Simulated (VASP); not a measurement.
A run of VASP 6.6.1:

File POSCAR:

```
ScIn3
1.0
    4.4600000000      0.0000000000      0.0000000000
    0.0000000000      4.4600000000      0.0000000000
    0.0000000000      0.0000000000      4.4600000000
Sc In
1 3
Direct
    0.0000000000      0.0000000000      0.0000000000
    0.0000000000      0.5000000000      0.5000000000
    0.5000000000      0.0000000000      0.5000000000
    0.5000000000      0.5000000000      0.0000000000
```

INCAR.step1

```
ALGO = Normal
EDIFF = 1E-4
ENCUT = 520
GGA = PE
ISMEAR = 0
LASPH = True
LCHARG = False
LREAL = False
LWAVE = True
NBANDS = 33
NELM = 100
PREC = Accurate
SIGMA = 0.1
```

Contents of INCAR.step2:

```
ALGO = Normal
EDIFF = 1E-7
ENCUT = 520
ISIF = 2
ISMEAR = 0
ISTART = 1
LASPH = True
LCHARG = False
LMIXTAU = True
LREAL = False
LWAVE = False
METAGGA = R2SCAN
NBANDS = 33
NELM = 100
PREC = Accurate
SIGMA = 0.1
```

Contents of KPOINTS:

```
k-points
0
Gamma
  12 12 12
```

Potentials or basis: VASP PAW PBE potentials, release 64 (Sc_sv, In_d).

Run with:

```sh
$ cat potpaw_PBE.64/Sc_sv/POTCAR potpaw_PBE.64/In_d/POTCAR > POTCAR
$ cp INCAR.step1 INCAR
$ mpirun -np 1 vasp_std > vasp.out
$ cp INCAR.step2 INCAR
$ mpirun -np 1 vasp_std > vasp.out
```

Hardware: 1 thread of Intel Xeon 8259CL, on a shared host.

Estimate the wall time of this run.

Wall time 27 min on 1 thread of Intel Xeon 8259CL (shared host), peak memory 0.36 GiB. Counts: k points 84.
